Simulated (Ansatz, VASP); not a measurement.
# Au: VASP beside Ansatz

```
CELL_PARAMETERS angstrom
2.91696 0.00000 0.00000
-1.45848 2.52616 0.00000
0.00000 0.00000 4.89003
ATOMIC_POSITIONS crystal
Au 0.33333 0.66667 0.75000
Au 0.66667 0.33333 0.25000
```

Alike in both runs: functional PBE; k mesh 18 × 18 × 10; occupations gaussian, width 0.1 eV; no spin polarisation.

Ansatz relaxed the structure, and its values are those at the end. VASP's run is a single point on that final structure, the one shown.

```csv
,VASP,Ansatz
version,VASP 6.6.1,Ansatz 0.2.0
potentials or method,"VASP PAW PBE potentials, release 64 (Au), cutoff 500 eV","scalar-relativistic, plane waves, PAW"
valence electrons in the cell,22,38
```

|  | VASP | Ansatz | Ansatz less VASP |
| --- | --- | --- | --- |
| gap on the k mesh at the Fermi level (eV) | none | none | - |
| pressure (GPa) | -0.2 | 0.0 | +0.21 |

A gap of «none» marks a metal or a gap that the smearing closes. VASP's potentials hold 22 valence electrons a cell and Ansatz's 38, so a difference there can come from the potentials and not from the codes.

Neither program's run includes spin-orbit coupling.
